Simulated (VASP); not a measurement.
# AlRu (P4mm) in VASP: notebook

Runs on AlRu. Level: PBEsol. Tasks: single point.

Program: VASP 6.6.1. These are calculated values, not measurements. Logs are shortened: lines on timing, memory, paths and dates and some standing lists are left out, and cuts for length are marked.

**1. The cell of the first run**

Symmetry: P4mm, No. 99, tetragonal system. Conventional cell: a = 2.976 Å, b = 2.976 Å, c = 9.429 Å, α = 90.00°, β = 90.00°, γ = 90.00°. Within 3.5 Å of Al (site symmetry 4mm) lie 8 Ru at 2.58 Å and 6 Al at 2.98 to 3.48 Å. Within 3.4 Å of Al (site symmetry 4mm) lie 8 Ru at 2.58 Å and 6 Al at 2.98 Å. Al (site symmetry 4mm) has 8 Ru at 2.58 to 2.90 Å and 6 Al at 2.98 to 3.48 Å within 3.5 Å. Within 3.5 Å of Ru (site symmetry 4mm) lie 8 Al at 2.58 to 2.90 Å and 6 Ru at 2.98 to 3.48 Å. Ru (site symmetry 4mm) has 8 Al at 2.58 Å and 6 Ru at 2.98 Å within 3.4 Å. Within 3.5 Å of Ru (site symmetry 4mm) lie 8 Al at 2.58 Å and 6 Ru at 2.98 to 3.48 Å.

**2. Single point, PBEsol (the distance across one plane changed)**

INCAR reads:

```
PREC = Accurate
ENCUT = 520
EDIFF = 1E-6
ISMEAR = 0
SIGMA = 0.15
LREAL = False
LASPH = True
NELM = 80
ALGO = Fast
ISIF = 2
LWAVE = False
LCHARG = False
GGA = PS
NBANDS = 34
```

KPOINTS reads:

```
Automatic mesh
0
Gamma
  20 20 7
```

POSCAR reads:

```
AlRu
1.0
    0.0000000000     -2.9764078218      0.0000000000
    0.0000000000      0.0000000000     -2.9764078218
    9.4292234653      0.0000000000      0.0000000000
Al Ru
3 3
Direct
    0.0000000000      0.0000000000      0.2367275581
    0.0000000000      0.0000000000      0.5523853461
    0.0000000000      0.0000000000      0.8680431342
    0.5000000000      0.5000000000      0.0788986641
    0.5000000000      0.5000000000      0.3945564521
    0.5000000000      0.5000000000      0.7102142401
```

Potentials or basis: VASP PAW PBE potentials, release 64 (Al, Ru_pv).

Launch:

```
$ cat potpaw_PBE.64/Al/POTCAR potpaw_PBE.64/Ru_pv/POTCAR > POTCAR
$ mpirun -np 1 vasp_std > vasp.out
```

OUTCAR:

```text
PREC = Accurate
   ENCUT = 520
   EDIFF = 1E-6
   ISMEAR = 0
   LREAL = False
   LASPH = True
   NELM = 80
   ISIF = 2
   GGA = PS

 ion  position               nearest neighbor table
   1  0.000  0.000  0.237-   4 2.58   5 2.58   4 2.58   5 2.58   4 2.58   5 2.58   4 2.58   5 2.58
                             2 2.98
   2  0.000  0.000  0.552-   6 2.58   6 2.58   6 2.58   6 2.58   5 2.58   5 2.58   5 2.58   5 2.58
                             1 2.98   3 2.98
   3  0.000  0.000  0.868-   6 2.58   6 2.58   6 2.58   6 2.58   4 2.90   4 2.90   4 2.90   4 2.90
                             2 2.98
   4  0.500  0.500  0.079-   1 2.58   1 2.58   1 2.58   1 2.58   3 2.90   3 2.90   3 2.90   3 2.90
                             5 2.98
   5  0.500  0.500  0.395-   1 2.58   1 2.58   1 2.58   1 2.58   2 2.58   2 2.58   2 2.58   2 2.58
                             4 2.98   6 2.98
   6  0.500  0.500  0.710-   2 2.58   2 2.58   2 2.58   2 2.58   3 2.58   3 2.58   3 2.58   3 2.58
                             5 2.98

  LATTYP: Found a simple tetragonal cell.
 ALAT       =     2.9764078218
 C/A-ratio  =     3.1679877321

  Lattice vectors:

 A1 = (   0.0000000000,  -2.9764078218,   0.0000000000)
 A2 = (   0.0000000000,   0.0000000000,  -2.9764078218)
 A3 = (   9.4292234653,   0.0000000000,   0.0000000000)

Analysis of symmetry for initial positions (statically):
=====================================================================
 Subroutine PRICEL returns:
 Original cell was already a primitive cell.

 Routine SETGRP: Setting up the symmetry group for a
 simple tetragonal supercell.

 Subroutine GETGRP returns: Found  8 space group operations
 (whereof  8 operations were pure point group operations)
 out of a pool of 16 trial point group operations.

The static configuration has the point symmetry C_4v.

Analysis of symmetry for dynamics (positions and initial velocities):
=====================================================================
 Subroutine PRICEL returns:
 Original cell was already a primitive cell.

 Routine SETGRP: Setting up the symmetry group for a
 simple tetragonal supercell.

 Subroutine GETGRP returns: Found  8 space group operations
 (whereof  8 operations were pure point group operations)
 out of a pool of 16 trial point group operations.

The dynamic configuration has the point symmetry C_4v.

 Subroutine INISYM returns: Found  8 space group operations
 (whereof  8 operations are pure point group operations),
 and found     1 'primitive' translations

----------------------------------------------------------------------------------------

                                     Primitive cell

  volume of cell :      83.5335

  direct lattice vectors                    reciprocal lattice vectors
     0.000000000 -2.976407822  0.000000000     0.000000000 -0.335975464  0.000000000
     0.000000000  0.000000000 -2.976407822     0.000000000  0.000000000 -0.335975464
     9.429223465  0.000000000  0.000000000     0.106053272  0.000000000  0.000000000

  length of vectors
     2.976407822  2.976407822  9.429223465     0.335975464  0.335975464  0.106053272

  position of ions in fractional coordinates (direct lattice)
     0.000000000  0.000000000  0.236727558
     0.000000000  0.000000000  0.552385346
     0.000000000  0.000000000  0.868043134
     0.500000000  0.500000000  0.078898664
     0.500000000  0.500000000  0.394556452
     0.500000000  0.500000000  0.710214240

  ion indices of the primitive-cell ions
   primitive index   ion index
                 1           1
                 2           2
                 3           3
                 4           4
                 5           5
                 6           6

----------------------------------------------------------------------------------------

 KPOINTS: Automatic mesh

Automatic generation of k-mesh.
 Grid dimensions read from file:
 generate k-points for:   20   20    7

 Generating k-lattice:

  Cartesian coordinates                     Fractional coordinates (reciprocal lattice)
     0.000000000 -0.016798773  0.000000000     0.050000000  0.000000000  0.000000000
     0.000000000  0.000000000 -0.016798773     0.000000000  0.050000000  0.000000000
     0.015150467  0.000000000  0.000000000     0.000000000  0.000000000  0.142857143

  Length of vectors
     0.016798773  0.016798773  0.015150467

  Shift w.r.t. Gamma in fractional coordinates (k-lattice)
     0.000000000  0.000000000  0.000000000

 Subroutine IBZKPT returns following result:
 ===========================================

 Found    264 irreducible k-points:

 Following reciprocal coordinates:
            Coordinates               Weight
  0.000000  0.000000  0.000000      1.000000
  0.050000  0.000000  0.000000      4.000000
  0.100000  0.000000  0.000000      4.000000
  0.150000  0.000000  0.000000      4.000000
  0.200000  0.000000  0.000000      4.000000
  0.250000  0.000000  0.000000      4.000000
[... 16 lines left out ...]
  0.150000  0.100000  0.000000      8.000000
  0.200000  0.100000  0.000000      8.000000
 [... further k-points ...]
   k-points           NKPTS =    264   k-points in BZ     NKDIM =    264   number of bands    NBANDS=     34
   number of dos      NEDOS =    301   number of ions     NIONS =      6
   total plane-waves  NPLWV =  40320
   dimension x,y,z NGX =    24 NGY =   24 NGZ =   70
   dimension x,y,z NGXF=    48 NGYF=   48 NGZF=  140
   ions per type =               3   3
   NGX,Y,Z   is equivalent  to a cutoff of  13.41, 13.41, 12.34 a.u.
   NGXF,Y,Z  is equivalent  to a cutoff of  26.81, 26.81, 24.68 a.u.
 SYSTEM =  unknown system
   PREC   = accura    normal or accurate (medium, high low for compatibility)
   ISTART =      0    job   : 0-new  1-cont  2-samecut
   ICHARG =      2    charge: 1-file 2-atom 10-const
   ISPIN  =      1    spin polarized calculation?
   LNONCOLLINEAR =      F non collinear calculations
   LSORBIT =      F    spin-orbit coupling
   LASPH  =      T    aspherical Exc in radial PAW
   ENCUT  =  520.0 eV  38.22 Ry    6.18 a.u.   5.53  5.53 17.53*2*pi/ulx,y,z
   NELM   =     80;   NELMIN=  2; NELMDL= -5     # of ELM steps
   EDIFF  = 0.1E-05   stopping-criterion for ELM
   LREAL  =      F    real-space projection
   EDIFFG = 0.1E-04   stopping-criterion for IOM
   NSW    =      0    number of steps for IOM
   IBRION =     -1    ionic relax: 0-MD 1-quasi-New 2-CG
   NFREE  =      0    steps in history (QN), initial steepest desc. (CG)
   ISIF   =      2    stress and relaxation
   ISYM   =      2    0-nonsym 1-usesym 2-fastsym
   POTIM  = 0.5000    time-step for ionic-motion
   TEBEG  =    0.0;   TEEND  =   0.0 temperature during run
   PSTRESS=    0.0 pullay stress
   NELECT =      51.0000    total number of electrons
   NUPDOWN=      -1.0000    fix difference up-down
   EMIN   =  10.00;   EMAX   =-10.00  energy-range for DOS
   EFERMI =   0.00;   METHOD = LEGACY
   ISMEAR =     0;   SIGMA  =   0.15  broadening in eV -4-tet -1-fermi 0-gaus
   EFERMI_NEDOS =   21; number of points for ismear=-14 and -15
   IALGO  =     68    algorithm
   IMIX   =      4    mixing-type and parameters
     AMIX     =   0.40;   BMIX     =  1.00
     AMIX_MAG =   1.60;   BMIX_MAG =  1.00
  volume/ion in A,a.u.               =      13.92        93.95
  Fermi-wavevector in a.u.,A,eV,Ry     =   1.388816  2.624481 26.243041  1.928809
  Thomas-Fermi vector in A             =   2.512906
   LORBIT       =      0    0 simple, 1 ext, 2 COOP (PROOUT), +10 PAW based schemes
   GGA     = PS    functional components
   LHFCALC =     F    Hartree Fock is set to
   AEXX    =    0.0000 exact exchange contribution
   IVDW    =     0    specifies the selected vdW correction
   LEPSILON=     F    determine dielectric tensor
   LRPA    =     F    only Hartree local field effects (RPA)
 non-spin polarized calculation
 RMM-DIIS sequential band-by-band and
 Gauss-broadening in eV      SIGMA  =   0.15
  energy-cutoff  :      520.00
  volume of cell :       83.53
 maximum number of plane-waves:      2291
 NGX is ok and might be reduce to    24
   NGX = 11   NGY = 11   NGZ = 35

 number of electron      50.9999992 magnetization

 Free energy of the ion-electron system (eV)
  ---------------------------------------------------
  ext. energy  EPLUGINS =         0.00000000
  ---------------------------------------------------
  free energy    TOTEN  =       -45.96573177 eV

  energy without entropy =      -45.90552529  energy(sigma->0) =      -45.93562853

 E-fermi :  10.1137     XC(G=0): -12.4692

 val. band max:       10.1130248549   @ k =   0.3000   0.1000   0.1429
 cond. band min:      10.1157581273   @ k =   0.0500   0.0500   0.1429
 fundamental gap:      0.0027332725
 Fermi energy:        10.1137448658

 k-point     1 :       0.0000    0.0000    0.0000
  band No.  band energies     occupation
      1     -31.8360      2.00000
      2     -31.7633      2.00000
      3     -31.6745      2.00000
      4     -31.6261      2.00000
      5     -31.6261      2.00000
      6     -31.6136      2.00000
[... 26 lines left out ...]
     33      18.1092      0.00000
     34      18.4736      0.00000

 k-point     2 :       0.0500    0.0000    0.0000
  band No.  band energies     occupation
      1     -31.8354      2.00000
      2     -31.7628      2.00000
      3     -31.6740      2.00000
      4     -31.6315      2.00000
      5     -31.6256      2.00000
      6     -31.6188      2.00000
[... 26 lines left out ...]
     33      17.9572      0.00000
     34      18.1851      0.00000

 k-point     3 :       0.1000    0.0000    0.0000
  band No.  band energies     occupation
      1     -31.8336      2.00000
      2     -31.7611      2.00000
      3     -31.6727      2.00000
      4     -31.6473      2.00000
      5     -31.6337      2.00000
      6     -31.6278      2.00000
[... 26 lines left out ...]
     33      17.4022      0.00000
     34      17.7281      0.00000
[... 704 lines left out ...]
 k-point    23 :       0.1500    0.1000    0.0000
  band No.  band energies     occupation
      1     -31.8282      2.00000
      2     -31.7562      2.00000
      3     -31.6699      2.00000
      4     -31.6686      2.00000
      5     -31.6552      2.00000
      6     -31.6500      2.00000
[... 26 lines left out ...]
     33      16.9136      0.00000
     34      17.3154      0.00000

 k-point    24 :       0.2000    0.1000    0.0000
  band No.  band energies     occupation
      1     -31.8246      2.00000
      2     -31.7530      2.00000
      3     -31.7005      2.00000
      4     -31.6843      2.00000
      5     -31.6803      2.00000
      6     -31.6658      2.00000
[... 26 lines left out ...]
     33      16.7024      0.00000
     34      17.1141      0.00000

 [... further k-points ...]

------------------------ aborting loop because EDIFF is reached ----------------------------------------

  FORCE on cell =-STRESS in cart. coord.  units (eV):
  Direction    XX          YY          ZZ          XY          YZ          ZX
  --------------------------------------------------------------------------------------
  -------------------------------------------------------------------------------------
  Total       -6.1437099     -2.5145175     -2.5145175     -0.0000000      0.0000000      0.0000000
  in kB     -117.8366751    -48.2285757    -48.2285757     -0.0000000      0.0000000      0.0000000
  external PRESSURE =     -71.4312755 kB  Pullay stress =       0.0000000 kB

 VOLUME and BASIS-vectors are now :
 -----------------------------------------------------------------------------
  energy-cutoff  :      520.00
  volume of cell :       83.53
      direct lattice vectors                 reciprocal lattice vectors
     0.000000000 -2.976407822  0.000000000     0.000000000 -0.335975464  0.000000000
     0.000000000  0.000000000 -2.976407822     0.000000000  0.000000000 -0.335975464
     9.429223465  0.000000000  0.000000000     0.106053272  0.000000000  0.000000000

 POSITION                                       TOTAL-FORCE (eV/Angst)
 -----------------------------------------------------------------------------------
      2.23216      0.00000      0.00000        -0.183108      0.000000     -0.000000
      5.20856      0.00000      0.00000         0.047486      0.000000     -0.000000
      8.18497      0.00000      0.00000         1.198616      0.000000     -0.000000
      0.74395     -1.48820     -1.48820        -1.573546      0.000000     -0.000000
      3.72036     -1.48820     -1.48820        -0.139668      0.000000      0.000000
      6.69677     -1.48820     -1.48820         0.650219      0.000000     -0.000000
 -----------------------------------------------------------------------------------
    total drift:                               -0.000554     -0.000000      0.000000

  FREE ENERGIE OF THE ION-ELECTRON SYSTEM (eV)
  ---------------------------------------------------
  free  energy   TOTEN  =       -45.9657317743 eV

  energy  without entropy=      -45.9055252938  energy(sigma->0) =      -45.93562853
```

Run time: 9.8 min. Hardware: 1 thread of Intel Xeon Platinum 8259CL at 2.50GHz (Skylake/Cascade Lake), shared host; peak memory 0.63 GiB.

What came out:

- Free energy: -45.9657 eV
- Pressure: -7.1 GPa
- Largest force: 1.574 eV/Å
- Band gap on the k mesh: zero (an odd number of electrons rules out a gap without spin polarisation)

Forces in eV/Å, atoms in the order of the input:
```
Al  -0.183  0.000  0.000
Al   0.047  0.000  0.000
Al   1.199  0.000  0.000
Ru  -1.574  0.000  0.000
Ru  -0.140  0.000  0.000
Ru   0.650  0.000  0.000
```

Caveat: the cell differs from its parent crystal (the distance across one plane changed); the stress differs along the axes, from -12 to -5 GPa; the PAW data sets were made with another functional, which shifts forces and pressure a little.

**3. Single point, PBEsol (the distance across one plane changed)**

INCAR reads:

```
PREC = Accurate ; ENCUT = 520
EDIFF = 1E-7 ; ISMEAR = 0
SIGMA = 0.15 ; LREAL = F
LASPH = T ; NELM = 60
ALGO = Fast ; ISIF = 2
LWAVE = F ; LCHARG = F
GGA = PS ; NBANDS = 34
```

KPOINTS reads:

```
regular mesh
0
Gamma
  20 20 7
```

POSCAR reads:

```
AlRu
1.0
    0.0000000000     -2.9764078218      0.0000000000
    0.0000000000      0.0000000000     -2.9764078218
   10.9292234653      0.0000000000      0.0000000000
Al Ru
3 3
Direct
    0.0000000000      0.0000000000      0.2042374788
    0.0000000000      0.0000000000      0.4765722729
    0.0000000000      0.0000000000      0.7489070670
    0.5000000000      0.5000000000      0.0680700818
    0.5000000000      0.5000000000      0.3404048758
    0.5000000000      0.5000000000      0.6127396699
```

Potentials or basis: VASP PAW PBE potentials, release 64 (Al, Ru_pv).

Launch:

```
$ cat potpaw_PBE.64/Al/POTCAR potpaw_PBE.64/Ru_pv/POTCAR > POTCAR
$ mpirun -np 1 vasp_std > vasp.out
```

OUTCAR:

```text
PREC = Accurate
   ENCUT = 520
   EDIFF = 1E-7
   ISMEAR = 0
   LREAL = F
   LASPH = T
   NELM = 60
   ISIF = 2
   GGA = PS

 ion  position               nearest neighbor table
   1  0.000  0.000  0.204-   5 2.58   5 2.58   5 2.58   5 2.58   4 2.58   4 2.58   4 2.58   4 2.58
                             2 2.98
   2  0.000  0.000  0.477-   6 2.58   6 2.58   6 2.58   6 2.58   5 2.58   5 2.58   5 2.58   5 2.58
                             1 2.98   3 2.98
   3  0.000  0.000  0.749-   6 2.58   6 2.58   6 2.58   6 2.58   2 2.98
   4  0.500  0.500  0.068-   1 2.58   1 2.58   1 2.58   1 2.58   5 2.98
[... 1102 lines left out ...]
  Total       -6.0244872     -4.0645285     -4.0645285      0.0000000      0.0000000      0.0000000
  in kB      -99.6911230    -67.2584073    -67.2584073      0.0000000      0.0000000      0.0000000
  external PRESSURE =     -78.0693126 kB  Pullay stress =       0.0000000 kB

 VOLUME and BASIS-vectors are now :
 -----------------------------------------------------------------------------
  energy-cutoff  :      520.00
  volume of cell :       96.82
      direct lattice vectors                 reciprocal lattice vectors
     0.000000000 -2.976407822  0.000000000     0.000000000 -0.335975464  0.000000000
     0.000000000  0.000000000 -2.976407822     0.000000000  0.000000000 -0.335975464
    10.929223465  0.000000000  0.000000000     0.091497809  0.000000000  0.000000000

 POSITION                                       TOTAL-FORCE (eV/Angst)
 -----------------------------------------------------------------------------------
      2.23216      0.00000      0.00000        -0.235183     -0.000000     -0.000000
      5.20856      0.00000      0.00000         0.079490     -0.000000     -0.000000
      8.18497      0.00000      0.00000        -0.312724     -0.000000     -0.000000
      0.74395     -1.48820     -1.48820        -0.092068     -0.000000      0.000000
      3.72036     -1.48820     -1.48820        -0.359012      0.000000     -0.000000
      6.69677     -1.48820     -1.48820         0.919498     -0.000000      0.000000
 -----------------------------------------------------------------------------------
    total drift:                                0.000859     -0.000000      0.000000

  FREE ENERGIE OF THE ION-ELECTRON SYSTEM (eV)
  ---------------------------------------------------
  free  energy   TOTEN  =       -43.7191700802 eV

  energy  without entropy=      -43.6555430179  energy(sigma->0) =      -43.68735655
```

OSZICAR:

```text
N       E                     dE             d eps       ncg     rms          rms(c)
DAV:   1     0.463011354621E+03    0.46301E+03   -0.28646E+04 19688   0.145E+03
DAV:   2    -0.303436678456E+02   -0.49336E+03   -0.47543E+03 19174   0.415E+02
DAV:   3    -0.474887593340E+02   -0.17145E+02   -0.16533E+02 21616   0.743E+01
DAV:   4    -0.477873233038E+02   -0.29856E+00   -0.29750E+00 21300   0.897E+00
[... 11 lines left out ...]
RMM:  16    -0.437191749990E+02   -0.11472E-04   -0.94198E-05 22451   0.422E-02    0.300E-02
RMM:  17    -0.437191705318E+02    0.44672E-05   -0.19157E-05 20533   0.243E-02    0.106E-02
RMM:  18    -0.437191699146E+02    0.61720E-06   -0.89896E-06 22456   0.128E-02    0.521E-03
RMM:  19    -0.437191700302E+02   -0.11565E-06   -0.17368E-06 21730   0.544E-03    0.525E-03
RMM:  20    -0.437191700802E+02   -0.49959E-07   -0.14367E-07 12788   0.174E-03
   1 F= -.43719170E+02 E0= -.43687357E+02  d E =-.636271E-01
```

stdout:

```text
POSCAR found type information on POSCAR AlRu
 POSCAR found :  2 types and       6 ions
 scaLAPACK will be used
 -----------------------------------------------------------------------------
|                                                                             |
|                                                                             |
|     You enforced a specific xc type in the INCAR file but a different       |
|     I HOPE YOU KNOW WHAT YOU ARE DOING!                                     |
|                                                                             |
 -----------------------------------------------------------------------------

 LDA part: xc-table for (Slater+PW92), standard interpolation
 POSCAR, INCAR and KPOINTS ok, starting setup
 FFT: planning ... GRIDC
 FFT: planning ... GRID_SOFT
 FFT: planning ... GRID
 WAVECAR not read
 entering main loop
```

Wall time 8.6 min (1 thread of Intel Xeon 6975P-C (Granite Rapids), shared host); peak memory 0.7 GiB.

Results:

```
Free energy            : -43.7192 eV
Pressure               : -7.8 GPa
Largest force          : 0.919 eV/Å
Band gap on the k mesh : zero (an odd number of electrons rules out a gap without spin polarisation)
```

Forces in eV/Å, atoms in the order of the input:
```
Al  -0.235  0.000  0.000
Al   0.079  0.000  0.000
Al  -0.313  0.000  0.000
Ru  -0.092  0.000  0.000
Ru  -0.359  0.000  0.000
Ru   0.919  0.000  0.000
```

Stress tensor (GPa, compression positive):
```
-9.97  0.00  0.00
 0.00 -6.73  0.00
 0.00  0.00 -6.73
```

Caveat: the cell differs from its parent crystal (the distance across one plane changed); the cell stands under tension; the PAW data sets were made with another functional, which shifts forces and pressure a little.
